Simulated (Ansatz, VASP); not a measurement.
# PbS in VASP and in Ansatz

File POSCAR:

```
PbS
1.0
    4.0896976867      0.0000000000      0.0000000000
   -2.0448488433      3.5417820905      0.0000000000
    0.0000000000      0.0000000000      3.7881670000
Pb S
1 1
Direct
    0.0000000000      0.0000000000      0.0000000000
    0.6666666667      0.3333333333      0.5000000000
```

Contents of INCAR.step1:

```
PREC = Accurate ; ENCUT = 600
EDIFF = 1E-5 ; ISMEAR = -1
SIGMA = 0.05 ; LREAL = F
LASPH = T ; NELM = 100
ALGO = Normal ; LWAVE = T
LCHARG = F ; GGA = PE
NBANDS = 17
```

File INCAR.step2:

```
PREC = Accurate ; ENCUT = 600
EDIFF = 1E-6 ; ISMEAR = -1
SIGMA = 0.05 ; LREAL = F
LASPH = T ; NELM = 100
ALGO = Normal ; ISIF = 3
LWAVE = F ; LCHARG = F
GGA = B3 ; LHFCALC = T
AEXX = 0.2 ; AGGAX = 0.72
AGGAC = 0.81 ; ALDAC = 0.19
PRECFOCK = Normal ; IBRION = 2
NSW = 60 ; EDIFFG = -0.01
ISTART = 1
```

File KPOINTS:

```
Automatic mesh
0
Gamma
  4 4 4
```

input

```
crystal:
  lattice:
    - [4.0896976867, 0.0, 0.0]
    - [-2.0448488433, 3.5417820905, 0.0]
    - [0.0, 0.0, 3.788167]
  atoms:
    - { symbol: Pb, position: [0.0, 0.0, 0.0] }
    - { symbol: S, position: [0.6666666667, 0.3333333333, 0.5] }
hamiltonian:
  xc: b3lyp
  pseudopotentials: { kind: paw }
kpoints:
  mp_grid: { grid: [4, 4, 4] }
scf:
  occupations: { method: fermi_dirac, width: 0.05 }
output:
  forces: true
  stress: true
  eigenvalues: true
relax:
  f_tol: 0.01
  max_steps: 40
  cell: { stress_tol: 0.05 }
```

Alike in both runs: task relaxation of cell and atoms; functional B3LYP; k mesh 4 × 4 × 4; occupations fermi-dirac, width 0.05 eV; no spin polarisation.

|  | VASP | Ansatz |
| --- | --- | --- |
| version | VASP 6.6.1 | Ansatz 0.2.0 |
| potentials or method | VASP PAW PBE potentials, release 64 (Pb_d, S) | Ansatz PAW |
| plane-wave cutoff (eV) | 600 | 420 |
| valence electrons in the cell | 20 | 20 |

VASP gave:

- gap on the k mesh at the Fermi level, each at its own relaxed structure (eV): 1.32
- relaxed volume (Å³/atom): 28.43
- relaxed cell length with the largest relative difference (Å): 3.833

Problem. Which values does Ansatz return?

Solution. gap on the k mesh at the Fermi level, each at its own relaxed structure (eV): 1.30; relaxed volume (Å³/atom): 28.42; relaxed cell length with the largest relative difference (Å): 3.833.

VASP's potentials were made for PBE, not for B3LYP.

The k mesh is coarse, so the values compare programs but aren't converged. Spin-orbit coupling is off throughout. Noted on Ansatz's run: the plane-wave basis is chosen anew once the cell has moved, so the energies of steps on either side of that aren't comparable.
